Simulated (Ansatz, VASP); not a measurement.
## One calculation of K, two programs

The input INCAR:

```
PREC = Accurate
ENCUT = 400
EDIFF = 1E-8
ISMEAR = -1
SIGMA = 0.05
LREAL = False
LASPH = True
NELM = 120
ALGO = Normal
ISIF = 2
LWAVE = False
LCHARG = False
GGA = PS
LEFG = True
NBANDS = 10
GGA_COMPAT = False
```

KPOINTS

```
Automatic mesh
0
Gamma
  10 10 10
```

The input POSCAR:

```
K
1.0
   -2.6794535516      2.6794535516      2.6794535516
    2.6794535516     -2.6794535516      2.6794535516
    2.6794535516      2.6794535516     -2.6794535516
K
1
Direct
    0.0000000000      0.0000000000      0.0000000000
```

Input for Ansatz:

```yaml
crystal:
  lattice:
    - [-2.6794535516, 2.6794535516, 2.6794535516]
    - [2.6794535516, -2.6794535516, 2.6794535516]
    - [2.6794535516, 2.6794535516, -2.6794535516]
  atoms:
    - { symbol: K, position: [0.0, 0.0, 0.0] }
kpoints:
  mp_grid: { grid: [10, 10, 10] }
scf:
  occupations: { method: fermi_dirac, width: 0.05 }
hamiltonian:
  xc: pbesol
  pseudopotentials: { kind: paw }
output:
  forces: true
  stress: true
  eigenvalues: true
  efg: { contact_densities: true }
```

Change from the starting cell: volume scaled by 0.98, PAW files.

Alike in both runs: task electric field gradients; functional PBEsol; k mesh 10 × 10 × 10; occupations fermi-dirac, width 0.05 eV; no spin polarisation.

```csv
,VASP,Ansatz
version,VASP 6.6.1,Ansatz 0.2.0
potentials or method,"VASP PAW PBE potentials, release 64 (K_sv)","PAW with Ansatz's default frozen-core files, scalar-relativistic"
plane-wave cutoff (eV),400,420
valence electrons in the cell,9,9
```

```csv
,VASP,Ansatz,Ansatz less VASP
pressure (GPa),-0.3,-0.3,+0.01
```

VASP's potentials were made for PBE, not for PBEsol.
